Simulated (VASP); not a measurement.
# Sc3TiSe (Pm-3m) in VASP: a series of runs

Sc3TiSe is run at these levels: PBE; tasks: single point, relaxation of cell and atoms.

Program: VASP 6.6.1. These are calculated values, not measurements. Logs are shortened: lines on timing, memory, paths and dates and some standing lists are left out, and cuts for length are marked.

## (1) The cell of the first run

It takes space group Pm-3m (No. 221, cubic). The conventional cell has a = 4.987 Å, b = 4.987 Å, c = 4.987 Å, α = 90.00°, β = 90.00°, γ = 90.00°. Sc (site symmetry 4/mmm) has 2 Se at 2.49 Å within 3.3 Å. Within 4.6 Å of Ti (site symmetry m-3m) lie 12 Sc at 3.53 Å and 8 Se at 4.32 Å. Within 3.3 Å of Se (site symmetry m-3m) lie 6 Sc at 2.49 Å.

The cell was generated, and may not be a known phase.

## (2) Single point, PBE

INCAR reads:

```
PREC = Accurate ; ENCUT = 520
EDIFF = 1E-7 ; ISMEAR = 0
SIGMA = 0.1 ; LREAL = False
LASPH = True ; NELM = 60
ALGO = Normal ; ISIF = 2
LWAVE = False ; LCHARG = False
GGA = PE ; NBANDS = 34
```

KPOINTS reads:

```
Automatic mesh
0
Gamma
  8 8 8
```

POSCAR reads:

```
Sc3TiSe
1.0
    4.9865462525      0.0000000000      0.0000000000
    0.0000000000      4.9865462525      0.0000000000
    0.0000000000      0.0000000000      4.9865462525
Sc Ti Se
3 1 1
Direct
    0.0000000000      0.5000000000      0.5000000000
    0.5000000000      0.0000000000      0.5000000000
    0.5000000000      0.5000000000      0.0000000000
    0.0000000000      0.0000000000      0.0000000000
    0.5000000000      0.5000000000      0.5000000000
```

Potentials or basis: VASP PAW PBE potentials, release 64 (Sc_sv, Ti_sv, Se).

The run is started by

```
> cat potpaw_PBE.64/Sc_sv/POTCAR potpaw_PBE.64/Ti_sv/POTCAR potpaw_PBE.64/Se/POTCAR > POTCAR
> mpirun -np 1 vasp_std > vasp.out
```

OUTCAR:

```text
PREC = Accurate
   ENCUT = 520
   EDIFF = 1E-7
   ISMEAR = 0
   LREAL = False
   LASPH = True
   NELM = 60
   ISIF = 2
   GGA = PE

 ion  position               nearest neighbor table
   1  0.000  0.500  0.500-   5 2.49   5 2.49
   2  0.500  0.000  0.500-   5 2.49   5 2.49
   3  0.500  0.500  0.000-   5 2.49   5 2.49
   4  0.000  0.000  0.000-
   5  0.500  0.500  0.500-   1 2.49   2 2.49   3 2.49   3 2.49   2 2.49   1 2.49

  LATTYP: Found a simple cubic cell.
 ALAT       =     4.9865462525

  Lattice vectors:

 A1 = (   4.9865462525,   0.0000000000,   0.0000000000)
 A2 = (   0.0000000000,   4.9865462525,   0.0000000000)
 A3 = (   0.0000000000,   0.0000000000,   4.9865462525)

Analysis of symmetry for initial positions (statically):
=====================================================================
 Subroutine PRICEL returns:
 Original cell was already a primitive cell.

 Routine SETGRP: Setting up the symmetry group for a
 simple cubic supercell.

 Subroutine GETGRP returns: Found 48 space group operations
 (whereof 48 operations were pure point group operations)
 out of a pool of 48 trial point group operations.

The static configuration has the point symmetry O_h .

Analysis of symmetry for dynamics (positions and initial velocities):
=====================================================================
 Subroutine PRICEL returns:
 Original cell was already a primitive cell.

 Routine SETGRP: Setting up the symmetry group for a
 simple cubic supercell.

 Subroutine GETGRP returns: Found 48 space group operations
 (whereof 48 operations were pure point group operations)
 out of a pool of 48 trial point group operations.

The dynamic configuration has the point symmetry O_h .

 Subroutine INISYM returns: Found 48 space group operations
 (whereof 48 operations are pure point group operations),
 and found     1 'primitive' translations

----------------------------------------------------------------------------------------

                                     Primitive cell

  volume of cell :     123.9937

  direct lattice vectors                    reciprocal lattice vectors
     4.986546253  0.000000000  0.000000000     0.200539602  0.000000000  0.000000000
     0.000000000  4.986546253  0.000000000     0.000000000  0.200539602  0.000000000
     0.000000000  0.000000000  4.986546253     0.000000000  0.000000000  0.200539602

  length of vectors
     4.986546253  4.986546253  4.986546253     0.200539602  0.200539602  0.200539602

  position of ions in fractional coordinates (direct lattice)
     0.000000000  0.500000000  0.500000000
     0.500000000  0.000000000  0.500000000
     0.500000000  0.500000000  0.000000000
     0.000000000  0.000000000  0.000000000
     0.500000000  0.500000000  0.500000000

  ion indices of the primitive-cell ions
   primitive index   ion index
                 1           1
                 2           2
                 3           3
                 4           4
                 5           5

----------------------------------------------------------------------------------------

 KPOINTS: Automatic mesh

Automatic generation of k-mesh.
 Grid dimensions read from file:
 generate k-points for:    8    8    8

 Generating k-lattice:

  Cartesian coordinates                     Fractional coordinates (reciprocal lattice)
     0.025067450  0.000000000  0.000000000     0.125000000  0.000000000  0.000000000
     0.000000000  0.025067450  0.000000000     0.000000000  0.125000000  0.000000000
     0.000000000  0.000000000  0.025067450     0.000000000  0.000000000  0.125000000

  Length of vectors
     0.025067450  0.025067450  0.025067450

  Shift w.r.t. Gamma in fractional coordinates (k-lattice)
     0.000000000  0.000000000  0.000000000

 Subroutine IBZKPT returns following result:
 ===========================================

 Found     35 irreducible k-points:

 Following reciprocal coordinates:
            Coordinates               Weight
  0.000000  0.000000  0.000000      1.000000
  0.125000  0.000000  0.000000      6.000000
  0.250000  0.000000  0.000000      6.000000
  0.375000  0.000000  0.000000      6.000000
  0.500000  0.000000  0.000000      3.000000
  0.125000  0.125000  0.000000     12.000000
[... 16 lines left out ...]
  0.375000  0.375000  0.125000     24.000000
  0.500000  0.375000  0.125000     24.000000
 [... further k-points ...]
   k-points           NKPTS =     35   k-points in BZ     NKDIM =     35   number of bands    NBANDS=     34
   number of dos      NEDOS =    301   number of ions     NIONS =      5
   total plane-waves  NPLWV =  64000
   dimension x,y,z NGX =    40 NGY =   40 NGZ =   40
   dimension x,y,z NGXF=    80 NGYF=   80 NGZF=   80
   ions per type =               3   1   1
   NGX,Y,Z   is equivalent  to a cutoff of  13.34, 13.34, 13.34 a.u.
   NGXF,Y,Z  is equivalent  to a cutoff of  26.67, 26.67, 26.67 a.u.
 SYSTEM =  unknown system
   PREC   = accura    normal or accurate (medium, high low for compatibility)
   ISTART =      0    job   : 0-new  1-cont  2-samecut
   ICHARG =      2    charge: 1-file 2-atom 10-const
   ISPIN  =      1    spin polarized calculation?
   LNONCOLLINEAR =      F non collinear calculations
   LSORBIT =      F    spin-orbit coupling
   LASPH  =      T    aspherical Exc in radial PAW
   ENCUT  =  520.0 eV  38.22 Ry    6.18 a.u.   9.27  9.27  9.27*2*pi/ulx,y,z
   NELM   =     60;   NELMIN=  2; NELMDL= -5     # of ELM steps
   EDIFF  = 0.1E-06   stopping-criterion for ELM
   LREAL  =      F    real-space projection
   EDIFFG = 0.1E-05   stopping-criterion for IOM
   NSW    =      0    number of steps for IOM
   IBRION =     -1    ionic relax: 0-MD 1-quasi-New 2-CG
   NFREE  =      0    steps in history (QN), initial steepest desc. (CG)
   ISIF   =      2    stress and relaxation
   ISYM   =      2    0-nonsym 1-usesym 2-fastsym
   POTIM  = 0.5000    time-step for ionic-motion
   TEBEG  =    0.0;   TEEND  =   0.0 temperature during run
   PSTRESS=    0.0 pullay stress
   NELECT =      51.0000    total number of electrons
   NUPDOWN=      -1.0000    fix difference up-down
   EMIN   =  10.00;   EMAX   =-10.00  energy-range for DOS
   EFERMI =   0.00;   METHOD = LEGACY
   ISMEAR =     0;   SIGMA  =   0.10  broadening in eV -4-tet -1-fermi 0-gaus
   EFERMI_NEDOS =   21; number of points for ismear=-14 and -15
   IALGO  =     38    algorithm
   IMIX   =      4    mixing-type and parameters
     AMIX     =   0.40;   BMIX     =  1.00
     AMIX_MAG =   1.60;   BMIX_MAG =  1.00
  volume/ion in A,a.u.               =      24.80       167.35
  Fermi-wavevector in a.u.,A,eV,Ry     =   1.217489  2.300721 20.167636  1.482279
  Thomas-Fermi vector in A             =   2.352808
   LORBIT       =      0    0 simple, 1 ext, 2 COOP (PROOUT), +10 PAW based schemes
   GGA     = PE    functional components
   LHFCALC =     F    Hartree Fock is set to
   AEXX    =    0.0000 exact exchange contribution
   IVDW    =     0    specifies the selected vdW correction
   LEPSILON=     F    determine dielectric tensor
   LRPA    =     F    only Hartree local field effects (RPA)
 non-spin polarized calculation
 Gauss-broadening in eV      SIGMA  =   0.10
  energy-cutoff  :      520.00
  volume of cell :      123.99
 maximum number of plane-waves:      3362
 NGX is ok and might be reduce to    40
   NGX = 19   NGY = 19   NGZ = 19

 number of electron      50.9999996 magnetization

 Free energy of the ion-electron system (eV)
  ---------------------------------------------------
  ext. energy  EPLUGINS =         0.00000000
  ---------------------------------------------------
  free energy    TOTEN  =       -30.69024413 eV

  energy without entropy =      -30.63987884  energy(sigma->0) =      -30.66506148

 E-fermi :   3.9477     XC(G=0):  -9.7009

 val. band max:        3.9342847915   @ k =   0.5000   0.3750   0.1250
 cond. band min:       3.9580179859   @ k =   0.3750   0.2500   0.0000
 fundamental gap:      0.0237331944
 Fermi energy:         3.9476926807

 k-point     1 :       0.0000    0.0000    0.0000
  band No.  band energies     occupation
      1     -53.4979      2.00000
      2     -45.5217      2.00000
      3     -45.4950      2.00000
      4     -45.4950      2.00000
      5     -29.7094      2.00000
      6     -29.7094      2.00000
[... 26 lines left out ...]
     33       6.1623      0.00000
     34       6.8154      0.00000

 k-point     2 :       0.1250    0.0000    0.0000
  band No.  band energies     occupation
      1     -53.4979      2.00000
      2     -45.5208      2.00000
      3     -45.4960      2.00000
      4     -45.4950      2.00000
      5     -29.7094      2.00000
      6     -29.7093      2.00000
[... 26 lines left out ...]
     33       6.1625      0.00000
     34       6.4550      0.00000

 k-point     3 :       0.2500    0.0000    0.0000
  band No.  band energies     occupation
      1     -53.4979      2.00000
      2     -45.5183      2.00000
      3     -45.4985      2.00000
      4     -45.4950      2.00000
      5     -29.7095      2.00000
      6     -29.7093      2.00000
[... 26 lines left out ...]
     33       6.1222      0.00000
     34       6.1341      0.00000
[... 704 lines left out ...]
 k-point    23 :       0.3750    0.3750    0.1250
  band No.  band energies     occupation
      1     -53.4979      2.00000
      2     -45.5091      2.00000
      3     -45.5027      2.00000
      4     -45.5001      2.00000
      5     -29.7097      2.00000
      6     -29.7097      2.00000
[... 26 lines left out ...]
     33       5.6292      0.00000
     34       6.0385      0.00000

 k-point    24 :       0.5000    0.3750    0.1250
  band No.  band energies     occupation
      1     -53.4979      2.00000
      2     -45.5071      2.00000
      3     -45.5040      2.00000
      4     -45.5008      2.00000
      5     -29.7098      2.00000
      6     -29.7097      2.00000
[... 26 lines left out ...]
     33       5.7445      0.00000
     34       5.9383      0.00000

 [... further k-points ...]

------------------------ aborting loop because EDIFF is reached ----------------------------------------

  FORCE on cell =-STRESS in cart. coord.  units (eV):
  Direction    XX          YY          ZZ          XY          YZ          ZX
  --------------------------------------------------------------------------------------
  -------------------------------------------------------------------------------------
  Total        0.1266647      0.1266647      0.1266647      0.0000000     -0.0000000      0.0000000
  in kB        1.6366910      1.6366910      1.6366910      0.0000000     -0.0000000      0.0000000
  external PRESSURE =       1.6366910 kB  Pullay stress =       0.0000000 kB

 VOLUME and BASIS-vectors are now :
 -----------------------------------------------------------------------------
  energy-cutoff  :      520.00
  volume of cell :      123.99
      direct lattice vectors                 reciprocal lattice vectors
     4.986546253  0.000000000  0.000000000     0.200539602  0.000000000  0.000000000
     0.000000000  4.986546253  0.000000000     0.000000000  0.200539602  0.000000000
     0.000000000  0.000000000  4.986546253     0.000000000  0.000000000  0.200539602

 POSITION                                       TOTAL-FORCE (eV/Angst)
 -----------------------------------------------------------------------------------
      0.00000      2.49327      2.49327         0.000000      0.000000      0.000000
      2.49327      0.00000      2.49327         0.000000      0.000000      0.000000
      2.49327      2.49327      0.00000         0.000000      0.000000      0.000000
      0.00000      0.00000      0.00000         0.000000      0.000000      0.000000
      2.49327      2.49327      2.49327         0.000000      0.000000      0.000000
 -----------------------------------------------------------------------------------
    total drift:                                0.000000     -0.000000     -0.000000

  FREE ENERGIE OF THE ION-ELECTRON SYSTEM (eV)
  ---------------------------------------------------
  free  energy   TOTEN  =       -30.6902441292 eV

  energy  without entropy=      -30.6398788374  energy(sigma->0) =      -30.66506148
```

It took 2.2 min on 1 thread of AMD EPYC 9R45 (Zen 5), shared host; peak memory 0.28 GiB.

What came out:

```
Free energy            : -30.6902 eV
Pressure               : 0.2 GPa
Band gap on the k mesh : zero (an odd number of electrons rules out a gap without spin polarisation)
```

Levels at points of the mesh, in eV from the Fermi level:
```
           k point  band 24  band 25  band 26  band 27  band 28  band 29
(0.00, 0.00, 0.00)    -0.71    -0.71    -0.71     0.89     0.89     0.89
(0.50, 0.00, 0.00)    -0.12    -0.04    -0.04     0.17     0.64     0.64
(0.50, 0.50, 0.00)    -0.30    -0.13    -0.13     0.39     0.55     0.95
(0.50, 0.50, 0.50)    -0.26    -0.06    -0.06    -0.06     0.76     0.76
```

(Part 1 of 2 ends here.)

The gap in the log of VASP goes by the Fermi energy; the results here count the filled bands.